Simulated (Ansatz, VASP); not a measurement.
**One calculation of NaCl, two programs**

The input INCAR:

```
SYSTEM = NaCl
PREC     = Accurate       ! precision mode
ENCUT    = 500            ! plane-wave cutoff, eV
EDIFF    = 1E-6           ! SCF threshold, eV
ISMEAR   = 0              ! smearing method
SIGMA    = 0.1            ! smearing width, eV
LREAL    = .False.        ! projectors in reciprocal space
LASPH    = .True.         ! aspherical terms in the spheres
NELM     = 120            ! most SCF steps
ALGO     = Normal         ! electronic algorithm
ISIF     = 2              ! what is computed and relaxed
LWAVE    = .False.        ! write WAVECAR
LCHARG   = .True.         ! write CHGCAR
GGA      = PE             ! functional
LELF     = .True.         ! ELF
LVHAR    = .True.       
NBANDS   = 14             ! bands
GGA_COMPAT= .False.
```

The input KPOINTS:

```
regular mesh
0
Gamma
  6 6 6
  0 0 0
```

File POSCAR:

```
NaCl
1.0
    0.0000000000      2.9281294874      2.9281294874
    2.9281294874      0.0000000000      2.9281294874
    2.9281294874      2.9281294874      0.0000000000
Na Cl
1 1
Direct
    0.0000000000      0.0000000000      0.0000000000
    0.5000000000      0.5000000000      0.5000000000
```

Input for Ansatz:

```yaml
crystal:
  lattice:
    - [0.0, 2.9281294874, 2.9281294874]
    - [2.9281294874, 0.0, 2.9281294874]
    - [2.9281294874, 2.9281294874, 0.0]
  atoms:
    - { symbol: Na, position: [0.0, 0.0, 0.0] }
    - { symbol: Cl, position: [0.5, 0.5, 0.5] }
basis:
  ecutwfc: 420
kpoints:
  mp_grid: { grid: [6, 6, 6] }
hamiltonian:
  xc: pbe
scf:
  occupations: { method: gaussian, width: 0.1 }
output:
  forces: true
  stress: true
  eigenvalues: true
```

Alike in both runs: task single point; functional PBE; k mesh 6 × 6 × 6; occupations gaussian, width 0.1 eV; no spin polarisation.

```csv
,VASP,Ansatz
version,VASP 6.6.1,Ansatz 0.2.0
potentials or method,"VASP PAW PBE potentials, release 64 (Na_pv, Cl), cutoff 500 eV","scalar-relativistic, plane waves, PAW"
valence electrons in the cell,14,16
```

Ansatz gave:

- gap on the k mesh at the Fermi level (eV): 4.70
- least direct gap on the mesh (eV): 4.70
- pressure (GPa): -1.6

Question: Estimate VASP's values.

Answer: gap on the k mesh at the Fermi level (eV): 4.70; least direct gap on the mesh (eV): 4.70; pressure (GPa): -1.7.

VASP's potentials hold 14 valence electrons a cell and Ansatz's 16, so a difference there can come from the potentials and not from the codes.
